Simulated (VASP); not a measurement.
# AlNi3 (Fmmm) in VASP: single point with PBEsol

Aim: the single point of AlNi3 with PBEsol.

Program: VASP 6.6.1. These are calculated values, not measurements. Logs are shortened: lines on timing, memory, paths and dates and some standing lists are left out, and cuts for length are marked.

## Step 1: The cell of the first run

It takes space group Fmmm (No. 69, orthorhombic). The conventional cell has a = 5.492 Å, b = 5.597 Å, c = 5.701 Å, α = 90.00°, β = 90.00°, γ = 90.00°. Al (site symmetry mmm) has 14 Ni at 2.42 to 2.85 Å within 3.2 Å. Ni (site symmetry 222) has 4 Al at 2.42 Å and 10 Ni at 2.42 to 2.85 Å within 3.2 Å. Within 3.2 Å of Ni (site symmetry mmm) lie 8 Ni at 2.42 Å and 6 Al at 2.75 to 2.85 Å.

## Step 2: Single point, PBEsol (strain +0.0187 x Voigt [1, -1, 0, 0, 0, 0])

INCAR reads:

```
ALGO = Fast
EDIFF = 1E-6
ENCUT = 520
GGA = PS
ISIF = 2
ISMEAR = 0
LASPH = True
LCHARG = True
LELF = True
LREAL = False
LVHAR = True
LWAVE = False
NBANDS = 24
NELM = 100
PREC = Accurate
SIGMA = 0.15
```

KPOINTS reads:

```
k-points
0
Gamma
  14 14 14
```

POSCAR reads:

```
AlNi3
1.0
    0.0000000000      2.7460776296      2.7984078565
    2.8507380834      0.0000000000      2.7984078565
    2.8507380834      2.7460776296      0.0000000000
Al Ni
1 3
Direct
    0.5000000000      0.5000000000      0.5000000000
    0.2500000000      0.2500000000      0.2500000000
    0.0000000000      0.0000000000      0.0000000000
    0.7500000000      0.7500000000      0.7500000000
```

Potentials or basis: VASP PAW PBE potentials, release 64 (Al, Ni).

On the command line:

```console
> cat potpaw_PBE.64/Al/POTCAR potpaw_PBE.64/Ni/POTCAR > POTCAR
> mpirun -np 1 vasp_std > vasp.out
```

OUTCAR:

```text
EDIFF = 1E-6
   ENCUT = 520
   GGA = PS
   ISIF = 2
   ISMEAR = 0
   LASPH = True
   LREAL = False
   NELM = 100
   PREC = Accurate

 ion  position               nearest neighbor table
   1  0.500  0.500  0.500-   2 2.42   2 2.42   2 2.42   4 2.42   4 2.42   4 2.42   4 2.42   2 2.42
                             3 2.75   3 2.75   3 2.80   3 2.80   3 2.85   3 2.85
   2  0.250  0.250  0.250-   3 2.42   3 2.42   1 2.42   3 2.42   1 2.42   1 2.42   1 2.42   3 2.42
                             4 2.75   4 2.75   4 2.80   4 2.80   4 2.85   4 2.85
   3  0.000  0.000  0.000-   4 2.42   4 2.42   2 2.42   4 2.42   2 2.42   2 2.42   2 2.42   4 2.42
                             1 2.75   1 2.75   1 2.80   1 2.80   1 2.85   1 2.85
   4  0.750  0.750  0.750-   1 2.42   1 2.42   1 2.42   3 2.42   3 2.42   3 2.42   3 2.42   1 2.42
                             2 2.75   2 2.75   2 2.80   2 2.80   2 2.85   2 2.85

  LATTYP: Found a face centered orthorhombic cell.
 ALAT       =     5.4921552592
 B/A-ratio  =     1.0190563538
 C/A-ratio  =     1.0381127076

  Lattice vectors:

 A1 = (  -2.8507380834,   0.0000000000,  -2.7984078565)
 A2 = (  -2.8507380834,   2.7460776296,   0.0000000000)
 A3 = (   0.0000000000,   2.7460776296,  -2.7984078565)

Analysis of symmetry for initial positions (statically):
=====================================================================
 Subroutine PRICEL returns:
 Original cell was already a primitive cell.

 Routine SETGRP: Setting up the symmetry group for a
 face centered orthorhombic supercell.

 Subroutine GETGRP returns: Found  8 space group operations
 (whereof  8 operations were pure point group operations)
 out of a pool of  8 trial point group operations.

The static configuration has the point symmetry D_2h.

Analysis of symmetry for dynamics (positions and initial velocities):
=====================================================================
 Subroutine PRICEL returns:
 Original cell was already a primitive cell.

 Routine SETGRP: Setting up the symmetry group for a
 face centered orthorhombic supercell.

 Subroutine GETGRP returns: Found  8 space group operations
 (whereof  8 operations were pure point group operations)
 out of a pool of  8 trial point group operations.

The dynamic configuration has the point symmetry D_2h.

 Subroutine INISYM returns: Found  8 space group operations
 (whereof  8 operations are pure point group operations),
 and found     1 'primitive' translations

[... 96 lines left out ...]
   ENCUT  =  520.0 eV  38.22 Ry    6.18 a.u.   7.29  7.43  7.36*2*pi/ulx,y,z
   NELM   =    100;   NELMIN=  2; NELMDL= -5     # of ELM steps
   EDIFF  = 0.1E-05   stopping-criterion for ELM
   LREAL  =      F    real-space projection
   EDIFFG = 0.1E-04   stopping-criterion for IOM
   NSW    =      0    number of steps for IOM
   IBRION =     -1    ionic relax: 0-MD 1-quasi-New 2-CG
   NFREE  =      0    steps in history (QN), initial steepest desc. (CG)
   ISIF   =      2    stress and relaxation
   ISYM   =      2    0-nonsym 1-usesym 2-fastsym
   POTIM  = 0.5000    time-step for ionic-motion
   TEBEG  =    0.0;   TEEND  =   0.0 temperature during run
   PSTRESS=    0.0 pullay stress
   NELECT =      33.0000    total number of electrons
   NUPDOWN=      -1.0000    fix difference up-down
   EMIN   =  10.00;   EMAX   =-10.00  energy-range for DOS
   EFERMI =   0.00;   METHOD = LEGACY
   ISMEAR =     0;   SIGMA  =   0.15  broadening in eV -4-tet -1-fermi 0-gaus
   EFERMI_NEDOS =   21; number of points for ismear=-14 and -15
   IALGO  =     68    algorithm
   IMIX   =      4    mixing-type and parameters
     AMIX     =   0.40;   BMIX     =  1.00
     AMIX_MAG =   1.60;   BMIX_MAG =  1.00
  volume/ion in A,a.u.               =      10.95        73.92
  Fermi-wavevector in a.u.,A,eV,Ry     =   1.489507  2.814759 30.186293  2.218630
  Thomas-Fermi vector in A             =   2.602406
   LORBIT       =      0    0 simple, 1 ext, 2 COOP (PROOUT), +10 PAW based schemes
   GGA     = PS    functional components
   LHFCALC =     F    Hartree Fock is set to
   AEXX    =    0.0000 exact exchange contribution
   IVDW    =     0    specifies the selected vdW correction
   LEPSILON=     F    determine dielectric tensor
   LRPA    =     F    only Hartree local field effects (RPA)
 non-spin polarized calculation
 RMM-DIIS sequential band-by-band and
 Gauss-broadening in eV      SIGMA  =   0.15
  energy-cutoff  :      520.00
  volume of cell :       43.81
 maximum number of plane-waves:      1211
 NGX is ok and might be reduce to    30
   NGX = 15   NGY = 15   NGZ = 15

 number of electron      33.0000028 magnetization

 Free energy of the ion-electron system (eV)
  ---------------------------------------------------
  ext. energy  EPLUGINS =         0.00000000
  ---------------------------------------------------
  free energy    TOTEN  =       -24.08762067 eV

  energy without entropy =      -24.05711425  energy(sigma->0) =      -24.07236746

 E-fermi :   9.8549     XC(G=0): -12.9854

 val. band max:        9.8415314395   @ k =  -0.4286   0.2143   0.2143
 cond. band min:       9.8553361613   @ k =  -0.4286   0.4286   0.0000
 fundamental gap:      0.0138047218
 Fermi energy:         9.8548813652

 k-point     1 :       0.0000    0.0000    0.0000
  band No.  band energies     occupation
      1      -0.3757      2.00000
      2       6.2022      2.00000
      3       6.2508      2.00000
      4       6.3227      2.00000
      5       6.3588      2.00000
      6       6.3967      2.00000
[... 637 lines left out ...]
     23      17.8742      0.00000
     24      19.7018      0.00000

 [... further k-points ...]
[... 5 lines left out ...]
  --------------------------------------------------------------------------------------
  -------------------------------------------------------------------------------------
  Total        0.1946390     -0.0179227     -0.0216547      0.0000000      0.0000000      0.0000000
  in kB        7.1175283     -0.6553959     -0.7918646      0.0000000      0.0000000      0.0000000
  external PRESSURE =       1.8900893 kB  Pullay stress =       0.0000000 kB

 VOLUME and BASIS-vectors are now :
 -----------------------------------------------------------------------------
  energy-cutoff  :      520.00
  volume of cell :       43.81
      direct lattice vectors                 reciprocal lattice vectors
     0.000000000  2.746077630  2.798407856    -0.175393174  0.182077883  0.178673026
     2.850738083  0.000000000  2.798407856     0.175393174 -0.182077883  0.178673026
     2.850738083  2.746077630  0.000000000     0.175393174  0.182077883 -0.178673026

 POSITION                                       TOTAL-FORCE (eV/Angst)
 -----------------------------------------------------------------------------------
      2.85074      2.74608      2.79841         0.000000     -0.000000     -0.000000
      1.42537      1.37304      1.39920        -0.000000      0.000000      0.000000
      0.00000      0.00000      0.00000         0.000000     -0.000000     -0.000000
      4.27611      4.11912      4.19761         0.000000     -0.000000     -0.000000
 -----------------------------------------------------------------------------------
    total drift:                                0.000000     -0.000000      0.000000

  FREE ENERGIE OF THE ION-ELECTRON SYSTEM (eV)
  ---------------------------------------------------
  free  energy   TOTEN  =       -24.0876206739 eV

  energy  without entropy=      -24.0571142466  energy(sigma->0) =      -24.07236746
```

Wall time 8.1 min (1 thread of Intel Xeon 6975P-C, shared host); peak memory 0.47 GiB.

Results:

```yaml
Free_energy: -24.0876 eV
Pressure: 0.2 GPa
```

Caveat: the cell differs from its parent crystal (strain +0.0187 x Voigt [1, -1, 0, 0, 0, 0]); the PAW data sets were made with another functional, which shifts forces and pressure a little. Spin polarisation is off, so any magnetic state and its effect on volume and gap are missing.
